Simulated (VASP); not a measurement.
# BaTiO3: single point with PBEsol

Crystal: BaTiO3.

```xyz
5
Lattice="3.9998 0.0000 0.0000 0.0000 3.9998 0.0000 0.0000 0.0000 4.0180" Properties=species:S:1:pos:R:3 pbc="T T T"
Ba    0.0000    0.0000    0.0000
Ti    1.9999    1.9999    1.9688
O     0.0000    1.9999    2.0773
O     1.9999    0.0000    2.0773
O     1.9999    1.9999    0.0763
```

| Quantity | Value |
| --- | --- |
| Program | VASP 6.6.1 |
| Task | single point |
| Functional | PBEsol |
| Potentials or basis | VASP PAW PBE potentials, release 64 (Ba_sv, Ti_sv, O) |
| Cutoff | 520 eV |
| k mesh | 7 × 7 × 7 |
| Occupations | fermi-dirac, width 0.05 eV |
| Spin | non-collinear spin, zero start, spin-orbit coupling |
| Starting moments | [[0.0, 0.0, 0.0], [0.0, 0.0, 0.0], [0.0, 0.0, 0.0], [0.0, 0.0, 0.0], [0.0, 0.0, 0.0]] μB |

* Pressure: -2.0 GPa
* Largest force: 0.322 eV/Å
* Net moment: 0.00 μB per cell
* Valence electrons inside the program's atomic spheres: Ba 7.97; Ti 10.22; O 5.00, 5.01 (each value once)

Forces in eV/Å, atoms in the order of the input:
```
Ba   0.000  0.000  0.055
Ti   0.000  0.000 -0.142
O    0.000  0.000 -0.118
O    0.000  0.000 -0.118
O    0.000  0.000  0.322
```

Stress tensor (GPa, compression positive):
```
-2.32  0.00  0.00
 0.00 -2.32  0.00
 0.00  0.00 -1.37
```

Moments on the atoms (μB; x, y, z):
```
Ba  0.00 0.00 0.00
Ti  0.00 0.00 0.00
O   0.00 0.00 0.00
O   0.00 0.00 0.00
O   0.00 0.00 0.00
```

Wall time 5.3 min on 1 thread of Intel(R) Xeon(R) Platinum 8488C (Sapphire Rapids), on a shared host, peak memory 0.52 GiB.

Caveat: the PAW data sets were made with another functional, which shifts forces and pressure a little.
